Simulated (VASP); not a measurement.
# CoSi2 (I4mm) in VASP: further runs, part 2 of 2

VASP 6.6.1. Earlier steps stand in the parts before.

## Step 3: Single point, PBE (all Si atoms moved +0.050 Å, as atom 2 along Cartesian [0 1 0])

INCAR

```
SYSTEM = CoSi2
PREC = Accurate ; ENCUT = 520
EDIFF = 1E-6 ; ISMEAR = 0
SIGMA = 0.15 ; LREAL = .False.
LASPH = .True. ; NELM = 60
ALGO = Normal ; ISIF = 2
LWAVE = .False. ; LCHARG = .True.
GGA = PE ; LELF = .True.
LVHAR = .True. ; NBANDS = 16
```

KPOINTS

```
Automatic mesh
0
Gamma
  16 16 16
  0 0 0
```

POSCAR

```
CoSi2
1.0
    0.0000000000      2.6799390578      2.6799390578
    2.6799390578      0.0000000000      2.6799390578
    2.6799390578      2.6799390578      0.0000000000
Co Si
1 2
Direct
    0.0000000000      0.0000000000      0.0000000000
    0.2593285703      0.2406714297      0.2593285703
    0.7593285703      0.7406714297      0.7593285703
```

Potentials or basis: VASP PAW PBE potentials, release 64 (Co, Si).

Started as:

```bash
$ cat potpaw_PBE.64/Co/POTCAR potpaw_PBE.64/Si/POTCAR > POTCAR
$ mpirun -np 1 vasp_std > vasp.out
```

OUTCAR:

```text
SYSTEM = CoSi2
   PREC = Accurate
   ENCUT = 520
   EDIFF = 1E-6
   ISMEAR = 0
   LREAL = .False.
   LASPH = .True.
   NELM = 60
   ISIF = 2
   GGA = PE

 ion  position               nearest neighbor table
   1  0.000  0.000  0.000-   3 2.29   3 2.29   2 2.29   2 2.29   3 2.35   2 2.35   3 2.35   2 2.35

   2  0.259  0.241  0.259-   1 2.29   1 2.29   1 2.35   1 2.35   3 2.68   3 2.68   3 2.68   3 2.68
                             3 2.68   3 2.68
   3  0.759  0.741  0.759-   1 2.29   1 2.29   1 2.35   1 2.35   2 2.68   2 2.68   2 2.68   2 2.68
                             2 2.68   2 2.68

  LATTYP: Found a face centered cubic cell.
 ALAT       =     5.3598781156

  Lattice vectors:

 A1 = (   0.0000000000,   2.6799390578,   2.6799390578)
 A2 = (   2.6799390578,   0.0000000000,   2.6799390578)
 A3 = (   2.6799390578,   2.6799390578,   0.0000000000)

Analysis of symmetry for initial positions (statically):
=====================================================================
 Subroutine PRICEL returns:
 Original cell was already a primitive cell.

 Routine SETGRP: Setting up the symmetry group for a
 face centered cubic supercell.

 Subroutine GETGRP returns: Found  8 space group operations
 (whereof  8 operations were pure point group operations)
 out of a pool of 48 trial point group operations.

The static configuration has the point symmetry C_4v.

Analysis of symmetry for dynamics (positions and initial velocities):
=====================================================================
 Subroutine PRICEL returns:
 Original cell was already a primitive cell.

 Routine SETGRP: Setting up the symmetry group for a
 face centered cubic supercell.

 Subroutine GETGRP returns: Found  8 space group operations
 (whereof  8 operations were pure point group operations)
 out of a pool of 48 trial point group operations.

The dynamic configuration has the point symmetry C_4v.

 Subroutine INISYM returns: Found  8 space group operations
 (whereof  8 operations are pure point group operations),
 and found     1 'primitive' translations

----------------------------------------------------------------------------------------

                                     Primitive cell

  volume of cell :      38.4950

  direct lattice vectors                    reciprocal lattice vectors
     0.000000000  2.679939058  2.679939058    -0.186571407  0.186571407  0.186571407
     2.679939058  0.000000000  2.679939058     0.186571407 -0.186571407  0.186571407
     2.679939058  2.679939058  0.000000000     0.186571407  0.186571407 -0.186571407

  length of vectors
     3.790006162  3.790006162  3.790006162     0.323151156  0.323151156  0.323151156

  position of ions in fractional coordinates (direct lattice)
     0.000000000  0.000000000  0.000000000
     0.259328570  0.240671430  0.259328570
     0.759328570  0.740671430  0.759328570

  ion indices of the primitive-cell ions
   primitive index   ion index
                 1           1
                 2           2
                 3           3

----------------------------------------------------------------------------------------

 KPOINTS: Automatic mesh

Automatic generation of k-mesh.
 Grid dimensions read from file:
 generate k-points for:   16   16   16

 Generating k-lattice:

  Cartesian coordinates                     Fractional coordinates (reciprocal lattice)
    -0.011660713  0.011660713  0.011660713     0.062500000  0.000000000  0.000000000
     0.011660713 -0.011660713  0.011660713     0.000000000  0.062500000  0.000000000
     0.011660713  0.011660713 -0.011660713     0.000000000  0.000000000  0.062500000

  Length of vectors
     0.020196947  0.020196947  0.020196947

  Shift w.r.t. Gamma in fractional coordinates (k-lattice)
     0.000000000  0.000000000  0.000000000

 Subroutine IBZKPT returns following result:
 ===========================================

 Found    349 irreducible k-points:

 Following reciprocal coordinates:
            Coordinates               Weight
  0.000000  0.000000  0.000000      1.000000
  0.062500  0.000000  0.000000      8.000000
  0.125000  0.000000  0.000000      8.000000
  0.187500  0.000000  0.000000      8.000000
  0.250000  0.000000  0.000000      8.000000
  0.312500  0.000000  0.000000      8.000000
[... 16 lines left out ...]
  0.062500  0.000000  0.437500      8.000000
  0.500000  0.062500  0.000000     16.000000
 [... further k-points ...]
   k-points           NKPTS =    349   k-points in BZ     NKDIM =    349   number of bands    NBANDS=     16
   number of dos      NEDOS =    301   number of ions     NIONS =      3
   total plane-waves  NPLWV =  21952
   dimension x,y,z NGX =    28 NGY =   28 NGZ =   28
   dimension x,y,z NGXF=    56 NGYF=   56 NGZF=   56
   ions per type =               1   2
   NGX,Y,Z   is equivalent  to a cutoff of  12.28, 12.28, 12.28 a.u.
   NGXF,Y,Z  is equivalent  to a cutoff of  24.56, 24.56, 24.56 a.u.
 SYSTEM =  CoSi2
   PREC   = accura    normal or accurate (medium, high low for compatibility)
   ISTART =      0    job   : 0-new  1-cont  2-samecut
   ICHARG =      2    charge: 1-file 2-atom 10-const
   ISPIN  =      1    spin polarized calculation?
   LNONCOLLINEAR =      F non collinear calculations
   LSORBIT =      F    spin-orbit coupling
   LASPH  =      T    aspherical Exc in radial PAW
   ENCUT  =  520.0 eV  38.22 Ry    6.18 a.u.   7.05  7.05  7.05*2*pi/ulx,y,z
   NELM   =     60;   NELMIN=  2; NELMDL= -5     # of ELM steps
   EDIFF  = 0.1E-05   stopping-criterion for ELM
   LREAL  =      F    real-space projection
   EDIFFG = 0.1E-04   stopping-criterion for IOM
   NSW    =      0    number of steps for IOM
   IBRION =     -1    ionic relax: 0-MD 1-quasi-New 2-CG
   NFREE  =      0    steps in history (QN), initial steepest desc. (CG)
   ISIF   =      2    stress and relaxation
   ISYM   =      2    0-nonsym 1-usesym 2-fastsym
   POTIM  = 0.5000    time-step for ionic-motion
   TEBEG  =    0.0;   TEEND  =   0.0 temperature during run
   PSTRESS=    0.0 pullay stress
   NELECT =      17.0000    total number of electrons
   NUPDOWN=      -1.0000    fix difference up-down
   EMIN   =  10.00;   EMAX   =-10.00  energy-range for DOS
   EFERMI =   0.00;   METHOD = LEGACY
   ISMEAR =     0;   SIGMA  =   0.15  broadening in eV -4-tet -1-fermi 0-gaus
   EFERMI_NEDOS =   21; number of points for ismear=-14 and -15
   IALGO  =     38    algorithm
   IMIX   =      4    mixing-type and parameters
     AMIX     =   0.40;   BMIX     =  1.00
     AMIX_MAG =   1.60;   BMIX_MAG =  1.00
  volume/ion in A,a.u.               =      12.83        86.59
  Fermi-wavevector in a.u.,A,eV,Ry     =   1.246684  2.355890 21.146444  1.554220
  Thomas-Fermi vector in A             =   2.380850
   LORBIT       =      0    0 simple, 1 ext, 2 COOP (PROOUT), +10 PAW based schemes
   GGA     = PE    functional components
   LHFCALC =     F    Hartree Fock is set to
   AEXX    =    0.0000 exact exchange contribution
   IVDW    =     0    specifies the selected vdW correction
   LEPSILON=     F    determine dielectric tensor
   LRPA    =     F    only Hartree local field effects (RPA)
 non-spin polarized calculation
 Gauss-broadening in eV      SIGMA  =   0.15
  energy-cutoff  :      520.00
  volume of cell :       38.50
 maximum number of plane-waves:      1056
   NGX = 15   NGY = 15   NGZ = 15

 number of electron      16.9999994 magnetization

 Free energy of the ion-electron system (eV)
  ---------------------------------------------------
  ext. energy  EPLUGINS =         0.00000000
  ---------------------------------------------------
  free energy    TOTEN  =       -19.28556719 eV

  energy without entropy =      -19.27389657  energy(sigma->0) =      -19.27973188

 E-fermi :  10.0509     XC(G=0): -11.7360

 val. band max:       10.0491118336   @ k =   0.1250   0.0000  -0.3750
 cond. band min:      10.0580907805   @ k =  -0.1250   0.1250   0.0000
 fundamental gap:      0.0089789469
 Fermi energy:        10.0509462798

 k-point     1 :       0.0000    0.0000    0.0000
  band No.  band energies     occupation
      1      -3.0440      2.00000
      2       5.9909      2.00000
      3       5.9970      2.00000
      4       5.9970      2.00000
      5       8.1588      2.00000
      6       8.1613      2.00000
[... 433 lines left out ...]
      3       6.4018      2.00000
      4       6.4878      2.00000
      5       7.7654      2.00000
      6       8.3320      2.00000
[... 8 lines left out ...]
     15      20.4652      0.00000
     16      21.0247      0.00000

 [... further k-points ...]

------------------------ aborting loop because EDIFF is reached ----------------------------------------

  FORCE on cell =-STRESS in cart. coord.  units (eV):
  Direction    XX          YY          ZZ          XY          YZ          ZX
  --------------------------------------------------------------------------------------
  -------------------------------------------------------------------------------------
  Total        0.0006776     -0.0260909      0.0006776      0.0000000      0.0000000     -0.0000000
  in kB        0.0282029     -1.0859137      0.0282029      0.0000000      0.0000000     -0.0000000
  external PRESSURE =      -0.3431693 kB  Pullay stress =       0.0000000 kB

 VOLUME and BASIS-vectors are now :
 -----------------------------------------------------------------------------
  energy-cutoff  :      520.00
  volume of cell :       38.50
      direct lattice vectors                 reciprocal lattice vectors
     0.000000000  2.679939058  2.679939058    -0.186571407  0.186571407  0.186571407
     2.679939058  0.000000000  2.679939058     0.186571407 -0.186571407  0.186571407
     2.679939058  2.679939058  0.000000000     0.186571407  0.186571407 -0.186571407

 POSITION                                       TOTAL-FORCE (eV/Angst)
 -----------------------------------------------------------------------------------
      0.00000      0.00000      0.00000         0.000000      0.580940      0.000000
      1.33997      1.38997      1.33997         0.000000     -0.290470      0.000000
      4.01991      4.06991      4.01991        -0.000000     -0.290470     -0.000000
 -----------------------------------------------------------------------------------
    total drift:                               -0.000000      0.000021     -0.000000

  FREE ENERGIE OF THE ION-ELECTRON SYSTEM (eV)
  ---------------------------------------------------
  free  energy   TOTEN  =       -19.2855671919 eV

  energy  without entropy=      -19.2738965671  energy(sigma->0) =      -19.27973188
```

OSZICAR:

```text
N       E                     dE             d eps       ncg     rms          rms(c)
DAV:   1     0.606988051138E+02    0.60699E+02   -0.67587E+03 11200   0.101E+03
DAV:   2    -0.175443370351E+02   -0.78243E+02   -0.69645E+02 12512   0.202E+02
DAV:   3    -0.206499739520E+02   -0.31056E+01   -0.30514E+01 14592   0.449E+01
DAV:   4    -0.207041259921E+02   -0.54152E-01   -0.54117E-01 13376   0.563E+00
DAV:   5    -0.207058290840E+02   -0.17031E-02   -0.17030E-02 14960   0.104E+00    0.143E+01
DAV:   6    -0.244222551045E+02   -0.37164E+01   -0.24745E+01 11960   0.103E+02    0.179E+01
DAV:   7    -0.193128190195E+02    0.51094E+01   -0.11129E+01 14104   0.809E+01    0.318E+00
DAV:   8    -0.193184896424E+02   -0.56706E-02   -0.76158E-01 13472   0.581E+00    0.193E+00
DAV:   9    -0.192856262480E+02    0.32863E-01   -0.91298E-02 13176   0.563E+00    0.497E-01
DAV:  10    -0.192858169902E+02   -0.19074E-03   -0.74338E-03 15656   0.141E+00    0.164E-01
DAV:  11    -0.192855363697E+02    0.28062E-03   -0.10598E-03 14384   0.616E-01    0.339E-02
DAV:  12    -0.192855690506E+02   -0.32681E-04   -0.99415E-05 12952   0.712E-02    0.187E-02
DAV:  13    -0.192855668199E+02    0.22307E-05   -0.85073E-06 15072   0.456E-02    0.813E-03
DAV:  14    -0.192855671919E+02   -0.37203E-06   -0.88454E-07  8160   0.109E-02
   1 F= -.19285567E+02 E0= -.19279732E+02  d E =-.116706E-01
```

Run time: 91 s. Hardware: 1 thread of Intel Xeon 6975P-C (Granite Rapids), shared host; peak memory 0.32 GiB.

Results:

```
Free energy   : -19.2856 eV
Pressure      : 0.0 GPa
Largest force : 0.581 eV/Å
```

Forces on the atoms (eV/Å):
```
Co   0.000  0.581  0.000
Si   0.000 -0.290  0.000
Si   0.000 -0.290  0.000
```

Stress tensor (GPa, compression positive):
```
 0.00  0.00  0.00
 0.00 -0.11  0.00
 0.00  0.00  0.00
```

Caveat: the cell differs from its parent crystal (all Si atoms moved +0.050 Å, as atom 2 along Cartesian [0 1 0]). Spin polarisation is off, so any magnetic state and its effect on volume and gap are missing.
